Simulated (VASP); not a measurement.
# Si (a cell with a defect) in VASP: single point with PBEsol

Aim: the single point of Si (a cell with a defect) with PBEsol.

Program: VASP 6.6.1. These are calculated values, not measurements. Logs are shortened: lines on timing, memory, paths and dates and some standing lists are left out, and cuts for length are marked.

**1. The cell of the first run**

The cell holds a defect, 17 atoms: a = 7.679 Å, b = 7.679 Å, c = 7.679 Å, α = 60.00°, β = 60.00°, γ = 60.00°.

**2. Single point, PBEsol**

INCAR

```
ALGO     = Normal         # electronic algorithm
EDIFF    = 1E-6           # SCF threshold, eV
ENCUT    = 520            # plane-wave cutoff, eV
GGA      = PS             # functional
ISIF     = 2              # what is computed and relaxed
ISMEAR   = 0              # smearing method
LASPH    = True           # aspherical terms in the spheres
LCHARG   = False          # write CHGCAR
LREAL    = Auto         
LWAVE    = False          # write WAVECAR
NBANDS   = 48             # bands
NELM     = 60             # most SCF steps
PREC     = Accurate       # precision mode
SIGMA    = 0.02           # smearing width, eV
```

KPOINTS

```
k-points
0
Gamma
  2 2 2
```

POSCAR

```
Si
1.0
    0.0000000000      5.4300000000      5.4300000000
    5.4300000000      0.0000000000      5.4300000000
    5.4300000000      5.4300000000      0.0000000000
Si
17
Direct
   -0.0103405157     -0.0094296501     -0.0099473297
    0.1142345304      0.1151100368      0.1146461326
    0.0059276243      0.0068423573      0.4822659300
    0.1244559853      0.1253570902      0.6166696133
    0.0059557090      0.4827367403      0.0063380295
    0.1244439227      0.6171912523      0.1248395028
    0.0086486188      0.4982239411      0.4977034991
    0.1448216390      0.6180651013      0.6175794659
    0.4818460405      0.0068465930      0.0063127072
    0.6162802947      0.1253318600      0.1248279926
    0.4973343462      0.0095689687      0.4976903315
    0.6171709024      0.1457950276      0.6175272560
    0.4973171271      0.4981920810      0.0090685083
    0.6171931860      0.6180373849      0.1452493554
    0.5135232965      0.5144908840      0.5139511050
    0.6383648250      0.6392863720      0.6387867403
    0.7744589319      0.7754992634      0.7749683241
```

Potentials or basis: VASP PAW PBE potentials, release 64 (Si).

Command:

```
> cat potpaw_PBE.64/Si/POTCAR > POTCAR
> mpirun -np 1 vasp_std > vasp.out
```

OUTCAR:

```text
EDIFF = 1E-6
   ENCUT = 520
   GGA = PS
   ISIF = 2
   ISMEAR = 0
   LASPH = True
   LREAL = Auto
   NELM = 60
   PREC = Accurate

 ion  position               nearest neighbor table
   1  0.990  0.991  0.990-   2 2.34  10 2.35   6 2.35   4 2.35
   2  0.114  0.115  0.115-   9 2.31   3 2.31   5 2.31   1 2.34
   3  0.006  0.007  0.482-   2 2.31   4 2.33  12 2.44   8 2.44  17 2.56
   4  0.124  0.125  0.617-   3 2.33   7 2.34  11 2.34   1 2.35
   5  0.006  0.483  0.006-   2 2.31   6 2.33   8 2.44  14 2.44  17 2.56
   6  0.124  0.617  0.125-   5 2.33   7 2.34  13 2.34   1 2.35
   7  0.009  0.498  0.498-  16 2.33   6 2.34   4 2.34   8 2.36  17 3.03
   8  0.145  0.618  0.618-  15 2.33   7 2.36  17 2.37   5 2.44   3 2.44
   9  0.482  0.007  0.006-   2 2.31  10 2.33  12 2.44  14 2.44  17 2.56
  10  0.616  0.125  0.125-   9 2.33  13 2.34  11 2.34   1 2.35
  11  0.497  0.010  0.498-  16 2.33  10 2.34   4 2.34  12 2.36  17 3.03
  12  0.617  0.146  0.618-  15 2.33  11 2.36  17 2.37   3 2.44   9 2.44
  13  0.497  0.498  0.009-  16 2.33  10 2.34   6 2.34  14 2.36  17 3.03
  14  0.617  0.618  0.145-  15 2.33  13 2.36  17 2.37   5 2.44   9 2.44
  15  0.514  0.514  0.514-  12 2.33  14 2.33   8 2.33  16 2.35
  16  0.638  0.639  0.639-  11 2.33  13 2.33   7 2.33  15 2.35  17 2.56
  17  0.774  0.775  0.775-  14 2.37  12 2.37   8 2.37   9 2.56   3 2.56   5 2.56  16 2.56  11 3.03
                            13 3.03   7 3.03

  LATTYP: Found a face centered cubic cell.
 ALAT       =    10.8600000000

  Lattice vectors:

 A1 = (   0.0000000000,   5.4300000000,   5.4300000000)
 A2 = (   5.4300000000,   0.0000000000,   5.4300000000)
 A3 = (   5.4300000000,   5.4300000000,   0.0000000000)

Analysis of symmetry for initial positions (statically):
=====================================================================
 Subroutine PRICEL returns:
 Original cell was already a primitive cell.

 Routine SETGRP: Setting up the symmetry group for a
 face centered cubic supercell.

 Subroutine GETGRP returns: Found  1 space group operations
 (whereof  1 operations were pure point group operations)
 out of a pool of 48 trial point group operations.

The static configuration has the point symmetry C_1 .

Analysis of symmetry for dynamics (positions and initial velocities):
=====================================================================
 Subroutine PRICEL returns:
 Original cell was already a primitive cell.

 Routine SETGRP: Setting up the symmetry group for a
 face centered cubic supercell.

 Subroutine GETGRP returns: Found  1 space group operations
 (whereof  1 operations were pure point group operations)
 out of a pool of 48 trial point group operations.

The dynamic configuration has the point symmetry C_1 .

 Subroutine INISYM returns: Found  1 space group operations
 (whereof  1 operations are pure point group operations),
 and found     1 'primitive' translations

----------------------------------------------------------------------------------------

                                     Primitive cell

  volume of cell :     320.2060

  direct lattice vectors                    reciprocal lattice vectors
     0.000000000  5.430000000  5.430000000    -0.092081031  0.092081031  0.092081031
     5.430000000  0.000000000  5.430000000     0.092081031 -0.092081031  0.092081031
     5.430000000  5.430000000  0.000000000     0.092081031  0.092081031 -0.092081031

  length of vectors
     7.679179644  7.679179644  7.679179644     0.159489025  0.159489025  0.159489025

  position of ions in fractional coordinates (direct lattice)
     0.989659484  0.990570350  0.990052670
     0.114234530  0.115110037  0.114646133
     0.005927624  0.006842357  0.482265930
     0.124455985  0.125357090  0.616669613
     0.005955709  0.482736740  0.006338030
     0.124443923  0.617191252  0.124839503
[... 9 lines left out ...]
     0.638364825  0.639286372  0.638786740
     0.774458932  0.775499263  0.774968324

  ion indices of the primitive-cell ions
   primitive index   ion index
                 1           1
                 2           2
                 3           3
                 4           4
                 5           5
                 6           6
[... 9 lines left out ...]
                16          16
                17          17

----------------------------------------------------------------------------------------

 KPOINTS: k-points

Automatic generation of k-mesh.
 Grid dimensions read from file:
 generate k-points for:    2    2    2

 Generating k-lattice:

  Cartesian coordinates                     Fractional coordinates (reciprocal lattice)
    -0.046040516  0.046040516  0.046040516     0.500000000  0.000000000  0.000000000
     0.046040516 -0.046040516  0.046040516     0.000000000  0.500000000  0.000000000
     0.046040516  0.046040516 -0.046040516     0.000000000  0.000000000  0.500000000

  Length of vectors
     0.079744512  0.079744512  0.079744512

  Shift w.r.t. Gamma in fractional coordinates (k-lattice)
     0.000000000  0.000000000  0.000000000

 Subroutine IBZKPT returns following result:
 ===========================================

 Found      8 irreducible k-points:

 Following reciprocal coordinates:
            Coordinates               Weight
  0.000000  0.000000  0.000000      1.000000
  0.500000  0.000000  0.000000      1.000000
  0.000000  0.500000  0.000000      1.000000
  0.000000  0.000000  0.500000      1.000000
  0.500000  0.500000  0.500000      1.000000
  0.500000  0.500000  0.000000      1.000000
  0.000000  0.500000  0.500000      1.000000
  0.500000  0.000000  0.500000      1.000000
   k-points           NKPTS =      8   k-points in BZ     NKDIM =      8   number of bands    NBANDS=     48
   number of dos      NEDOS =    301   number of ions     NIONS =     17
   total plane-waves  NPLWV = 216000
   dimension x,y,z NGX =    60 NGY =   60 NGZ =   60
   dimension x,y,z NGXF=   120 NGYF=  120 NGZF=  120
   ions per type =              17
   NGX,Y,Z   is equivalent  to a cutoff of  12.99, 12.99, 12.99 a.u.
   NGXF,Y,Z  is equivalent  to a cutoff of  25.98, 25.98, 25.98 a.u.
 SYSTEM =  unknown system
   PREC   = accura    normal or accurate (medium, high low for compatibility)
   ISTART =      0    job   : 0-new  1-cont  2-samecut
   ICHARG =      2    charge: 1-file 2-atom 10-const
   ISPIN  =      1    spin polarized calculation?
   LNONCOLLINEAR =      F non collinear calculations
   LSORBIT =      F    spin-orbit coupling
   LASPH  =      T    aspherical Exc in radial PAW
   ENCUT  =  520.0 eV  38.22 Ry    6.18 a.u.  14.28 14.28 14.28*2*pi/ulx,y,z
   NELM   =     60;   NELMIN=  2; NELMDL= -5     # of ELM steps
   EDIFF  = 0.1E-05   stopping-criterion for ELM
   LREAL  =      T    real-space projection
   EDIFFG = 0.1E-04   stopping-criterion for IOM
   NSW    =      0    number of steps for IOM
   IBRION =     -1    ionic relax: 0-MD 1-quasi-New 2-CG
   NFREE  =      0    steps in history (QN), initial steepest desc. (CG)
   ISIF   =      2    stress and relaxation
   ISYM   =      2    0-nonsym 1-usesym 2-fastsym
   POTIM  = 0.5000    time-step for ionic-motion
   TEBEG  =    0.0;   TEEND  =   0.0 temperature during run
   PSTRESS=    0.0 pullay stress
   NELECT =      68.0000    total number of electrons
   NUPDOWN=      -1.0000    fix difference up-down
   EMIN   =  10.00;   EMAX   =-10.00  energy-range for DOS
   EFERMI =   0.00;   METHOD = LEGACY
   ISMEAR =     0;   SIGMA  =   0.02  broadening in eV -4-tet -1-fermi 0-gaus
   EFERMI_NEDOS =   21; number of points for ismear=-14 and -15
   IALGO  =     38    algorithm
   IMIX   =      4    mixing-type and parameters
     AMIX     =   0.40;   BMIX     =  1.00
     AMIX_MAG =   1.60;   BMIX_MAG =  1.00
  volume/ion in A,a.u.               =      18.84       127.11
  Fermi-wavevector in a.u.,A,eV,Ry     =   0.976715  1.845724 12.979587  0.953973
  Thomas-Fermi vector in A             =   2.107356
   LORBIT       =      0    0 simple, 1 ext, 2 COOP (PROOUT), +10 PAW based schemes
   GGA     = PS    functional components
   LHFCALC =     F    Hartree Fock is set to
   AEXX    =    0.0000 exact exchange contribution
   IVDW    =     0    specifies the selected vdW correction
   LEPSILON=     F    determine dielectric tensor
   LRPA    =     F    only Hartree local field effects (RPA)
 non-spin polarized calculation
 Gauss-broadening in eV      SIGMA  =   0.02
  energy-cutoff  :      520.00
  volume of cell :      320.21
 maximum number of plane-waves:      8646
 NGX is ok and might be reduce to    60
   NGX = 29   NGY = 29   NGZ = 29

 number of electron      68.0000000 magnetization

 Free energy of the ion-electron system (eV)
  ---------------------------------------------------
  ext. energy  EPLUGINS =         0.00000000
  ---------------------------------------------------
  free energy    TOTEN  =       -93.72623363 eV

  energy without entropy =      -93.72237735  energy(sigma->0) =      -93.72430549

 E-fermi :   6.7287     XC(G=0):  -9.8141

 val. band max:        6.6445225860   @ k =   0.0000   0.0000   0.0000
 cond. band min:       6.7346541221   @ k =   0.5000   0.0000   0.5000
 fundamental gap:      0.0901315361
 Fermi energy:         6.7287133161

 k-point     1 :       0.0000    0.0000    0.0000
  band No.  band energies     occupation
      1      -6.3609      2.00000
      2      -3.8983      2.00000
      3      -3.6977      2.00000
      4      -3.6975      2.00000
      5      -3.5507      2.00000
      6      -2.7506      2.00000
[... 38 lines left out ...]
     45       8.2303      0.00000
     46       8.7916      0.00000

 k-point     2 :       0.5000    0.0000    0.0000
  band No.  band energies     occupation
      1      -5.9355      2.00000
      2      -5.0438      2.00000
      3      -3.6624      2.00000
      4      -3.5248      2.00000
      5      -3.3271      2.00000
      6      -3.0481      2.00000
[... 286 lines left out ...]
 k-point     8 :       0.5000    0.0000    0.5000
  band No.  band energies     occupation
      1      -5.8121      2.00000
      2      -4.7763      2.00000
      3      -4.0707      2.00000
      4      -3.9478      2.00000
      5      -3.8893      2.00000
      6      -3.6823      2.00000
[... 38 lines left out ...]
     45      10.0784      0.00000
     46      10.3264      0.00000
 [bands above 46 left out]

------------------------ aborting loop because EDIFF is reached ----------------------------------------

  FORCE on cell =-STRESS in cart. coord.  units (eV):
  Direction    XX          YY          ZZ          XY          YZ          ZX
  --------------------------------------------------------------------------------------
  -------------------------------------------------------------------------------------
  Total        6.3831686      6.3641482      6.3697483     -0.9560883     -0.9589689     -0.9587292
  in kB       31.9387131     31.8435432     31.8715638     -4.7838669     -4.7982805     -4.7970812
  external PRESSURE =      31.8846067 kB  Pullay stress =       0.0000000 kB

 VOLUME and BASIS-vectors are now :
 -----------------------------------------------------------------------------
  energy-cutoff  :      520.00
  volume of cell :      320.21
      direct lattice vectors                 reciprocal lattice vectors
     0.000000000  5.430000000  5.430000000    -0.092081031  0.092081031  0.092081031
     5.430000000  0.000000000  5.430000000     0.092081031 -0.092081031  0.092081031
     5.430000000  5.430000000  0.000000000     0.092081031  0.092081031 -0.092081031

 POSITION                                       TOTAL-FORCE (eV/Angst)
 -----------------------------------------------------------------------------------
     10.75478     10.74984     10.75265         0.023449      0.023547      0.023473
      1.24758      1.24282      1.24534         0.000273     -0.001176     -0.000057
      2.65586      2.65089      0.06934         0.071538      0.072240     -0.054649
      4.02921      4.02431      1.35648         0.031356      0.032258      0.120111
      2.65568      0.06676      2.65360         0.071993     -0.056451      0.071676
      4.02923      1.35361      4.02708         0.032035      0.119552      0.030724
[... 9 lines left out ...]
      6.93994      6.93493      6.93765        -0.029332     -0.026630     -0.027938
      8.41904      8.41339      8.41627        -0.388656     -0.381308     -0.383490
 -----------------------------------------------------------------------------------
    total drift:                               -0.009935      0.000122     -0.006464

  FREE ENERGIE OF THE ION-ELECTRON SYSTEM (eV)
  ---------------------------------------------------
  free  energy   TOTEN  =       -93.7262336257 eV

  energy  without entropy=      -93.7223773504  energy(sigma->0) =      -93.72430549
```

Wall time 3.1 min (1 thread of Intel Xeon Platinum 8375C at 2.90GHz (Ice Lake), shared host); peak memory 0.47 GiB.

What came out:

```
Free energy            : -93.7262 eV
Pressure               : 3.2 GPa
Largest force          : 0.666 eV/Å
Band gap on the k mesh : zero (bands 34 and 35 overlap by 0.09 eV)
```

Forces on the atoms (eV/Å):
```
Si   0.023  0.024  0.023
Si   0.000 -0.001  0.000
Si   0.072  0.072 -0.055
Si   0.031  0.032  0.120
Si   0.072 -0.056  0.072
Si   0.032  0.120  0.031
Si  -0.155 -0.014 -0.014
Si   0.032  0.121  0.122
Si  -0.055  0.072  0.072
Si   0.121  0.032  0.033
Si  -0.014 -0.156 -0.015
Si   0.123  0.029  0.123
Si  -0.014 -0.013 -0.156
Si   0.123  0.122  0.029
Si   0.026  0.023  0.025
Si  -0.029 -0.027 -0.028
Si  -0.389 -0.381 -0.383
```

Levels at points of the mesh, in eV from the Fermi level:
| k point | band 30 | band 31 | band 32 | band 33 | band 34 | band 35 | band 36 | band 37 | band 38 | band 39 |
| --- | --- | --- | --- | --- | --- | --- | --- | --- | --- | --- |
| (0.00, 0.00, 0.00) | -1.51 | -0.94 | -0.66 | -0.66 | -0.40 | -0.08 | -0.08 | 0.12 | 0.12 | 0.54 |
| (0.50, 0.00, 0.00) | -1.45 | -1.34 | -1.34 | -1.12 | -0.17 | 0.21 | 0.80 | 0.86 | 0.91 | 1.33 |
| (0.00, 0.50, 0.00) | -1.45 | -1.34 | -1.34 | -1.12 | -0.17 | 0.21 | 0.80 | 0.86 | 0.91 | 1.33 |
| (0.00, 0.00, 0.50) | -1.45 | -1.34 | -1.34 | -1.12 | -0.17 | 0.21 | 0.80 | 0.86 | 0.91 | 1.33 |
| (0.50, 0.50, 0.50) | -1.47 | -1.47 | -1.25 | -1.25 | -0.21 | 0.43 | 0.43 | 1.10 | 1.10 | 1.23 |
| (0.50, 0.50, 0.00) | -1.94 | -1.87 | -1.73 | -0.82 | 0.01 | 0.56 | 1.22 | 1.30 | 1.31 | 1.94 |
| (0.00, 0.50, 0.50) | -1.94 | -1.87 | -1.73 | -0.82 | 0.01 | 0.56 | 1.22 | 1.30 | 1.31 | 1.94 |
| (0.50, 0.00, 0.50) | -1.94 | -1.87 | -1.73 | -0.82 | 0.01 | 0.56 | 1.22 | 1.30 | 1.31 | 1.94 |

Caveat: the k points lie up to 0.50 Å⁻¹ apart; the PAW data sets were made with another functional, which shifts forces and pressure a little.
